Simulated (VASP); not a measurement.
A run of VASP 6.6.1 is set up as follows.

File INCAR:

```
SYSTEM = La4ZrO
  PREC = Accurate
  ENCUT = 600
  EDIFF = 1E-7
  ISMEAR = 0
  SIGMA = 0.1
  LREAL = .False.
  LASPH = .True.
  NELM = 60
  ALGO = Normal
  ISIF = 3
  LWAVE = .False.
  LCHARG = .False.
  GGA = PE
  IBRION = 2
  NSW = 90
  EDIFFG = -0.04
```

Contents of KPOINTS:

```
Automatic mesh
0
Gamma
  4 4 4
  0 0 0
```

File POSCAR:

```
La4ZrO
1.0
    0.0000000000      4.3160240200      4.3160240200
    4.3160240200      0.0000000000      4.3160240200
    4.3160240200      4.3160240200      0.0000000000
La Zr O
4 1 1
Direct
    0.6251780600      0.1244658300      0.6251780600
    0.1244658300      0.6251780600      0.6251780600
    0.6251780600      0.6251780600      0.6251780600
    0.6251780600      0.6251780600      0.1244658300
    0.0000000000      0.0000000000      0.0000000000
    0.2500000000      0.2500000000      0.2500000000
```

Potentials or basis: VASP PAW PBE potentials, release 64 (La, Zr_sv, O).

The run is started by

```sh
$ cat potpaw_PBE.64/La/POTCAR potpaw_PBE.64/Zr_sv/POTCAR potpaw_PBE.64/O/POTCAR > POTCAR
$ mpirun -np 1 vasp_std > vasp.out
```

Question: Estimate the space group after relaxing (to 0.1 Å).

Answer: F-43m (No. 216).

Question: Estimate the band gap on the k mesh.

Answer: Zero (bands 31 and 32 overlap by 0.08 eV).

Step by step:
```csv
step,energy change (eV),largest force (eV/Å),pressure (GPa),volume (Å³)
1,0.0000,0.0811,4.55,160.80
2,-0.2570,0.0035,0.30,179.17
3,-0.2587,0.0035,-0.02,181.08
```

Caveat: spin-orbit coupling is left out, which moves the levels of the heavy elements.
